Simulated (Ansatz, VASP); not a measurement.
**One calculation of SrTiO3, two programs**

```
Sr Ti O
1.0
     3.98561    0.00000    0.00000
     0.00000    3.88720    0.00000
     0.00000    0.00000    3.93640
Sr Ti O
1 1 3
Direct
  0.00000 0.00000 0.00000
  0.50000 0.50000 0.50000
  0.00000 0.50000 0.50000
  0.50000 0.00000 0.50000
  0.50000 0.50000 0.00000
```

Change from the starting cell: strain +0.0125 x Voigt [1, -1, 0, 0, 0, 0], atoms carried along.

Alike in both runs: task single point; functional PBE; k mesh 8 × 8 × 8; occupations gaussian, width 0.05 eV; no spin polarisation.

|  | VASP | Ansatz |
| --- | --- | --- |
| version | VASP 6.6.1 | Ansatz 0.2.0 |
| potentials or method | VASP PAW PBE potentials, release 64 (Sr_sv, Ti_sv, O), cutoff 520 eV | scalar-relativistic, plane waves, PAW |
| valence electrons in the cell | 40 | 40 |

|  | VASP | Ansatz | Ansatz less VASP |
| --- | --- | --- | --- |
| gap on the k mesh at the Fermi level (eV) | 1.76 | 1.80 | +0.031 |
| least direct gap on the mesh (eV) | 2.15 | 2.17 | +0.022 |
| pressure (GPa) | 0.8 | 0.2 | -0.61 |
| traceless stress, the component that is largest in VASP (GPa) | 2.80 | 2.76 | -0.045 |
